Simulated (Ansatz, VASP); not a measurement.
# MoS2 in VASP and in Ansatz

The input POSCAR:

```
MoS2
1.0
    3.2812618807      0.0000000000      0.0000000000
   -1.6406304320      2.8416554540      0.0000000000
    0.0000000000      0.0000000000      6.2387309193
Mo S
1 2
Direct
    0.0000000000      0.0000000000      0.5000000000
    0.3333333333      0.6666666667      0.2590506369
    0.6666666667      0.3333333333      0.7409493631
```

Contents of INCAR.step1:

```
ALGO = Normal ; EDIFF = 1E-4
ENCUT = 520 ; GGA = PE
ISMEAR = 0 ; LASPH = True
LCHARG = False ; LREAL = False
LWAVE = True ; NBANDS = 20
NELM = 60 ; PREC = Accurate
SIGMA = 0.1
```

The input INCAR.step2:

```
ALGO = Normal ; EDIFF = 1E-7
ENCUT = 520 ; ISIF = 2
ISMEAR = 0 ; ISTART = 1
LASPH = True ; LCHARG = False
LMIXTAU = True ; LREAL = False
LWAVE = False ; METAGGA = R2SCAN
NBANDS = 20 ; NELM = 60
PREC = Accurate ; SIGMA = 0.1
```

Contents of KPOINTS:

```
k-points
0
Gamma
  4 4 2
```

Input for Ansatz:

```yaml
crystal:
  lattice:
    - [3.2812618806753275, -8.234106587235394e-19, 2.288622705911521e-19]
    - [-1.640630432003432, 2.8416554539775425, 4.020202061831241e-16]
    - [-4.335916738064356e-17, 3.970725084576589e-16, 6.238730919262815]
  atoms:
    - { symbol: Mo, position: [3.489520969309781e-31, -2.712493219243679e-31, 0.49999999999999967] }
    - { symbol: S, position: [0.3333333333333337, 0.6666666666666675, 0.2590506369059825] }
    - { symbol: S, position: [0.6666666666666669, 0.33333333333333376, 0.7409493630940169] }
kpoints:
  mp_grid:
    grid: [4, 4, 2]
hamiltonian:
  xc: r2scan
scf:
  max_iter: 80
  algorithm: direct_min
  occupations:
    method: gaussian
output:
  forces: true
  stress: true
```

Alike in both runs: task single point; functional r2SCAN; k mesh 4 × 4 × 2; no spin polarisation.

```csv
,VASP,Ansatz
version,VASP 6.6.1,Ansatz 0.2.0
potentials or method,"VASP PAW PBE potentials, release 64 (Mo_sv, S)","plane waves, PAW"
plane-wave cutoff (eV),520,500
occupations,"gaussian, width 0.1 eV",gaussian
valence electrons in the cell,26,26
```

|  | VASP | Ansatz | Ansatz less VASP |
| --- | --- | --- | --- |
| gap on the k mesh at the Fermi level (eV) | none | none | - |
| pressure (GPa) | -0.1 | -0.1 | -0.04 |
| traceless stress, the component that is largest in VASP (GPa) | -0.10 | -0.07 | +0.029 |
| rms of the force components (eV/Å) | 0.023 | 0.020 | -0.0022 |

VASP's potentials were made for PBE, not for r2SCAN. Atom by atom the forces differ by 0.002 eV/Å (rms over components). A gap of «none» marks a metal or a gap that the smearing closes.

The k mesh is coarse, so the values compare programs but aren't converged.
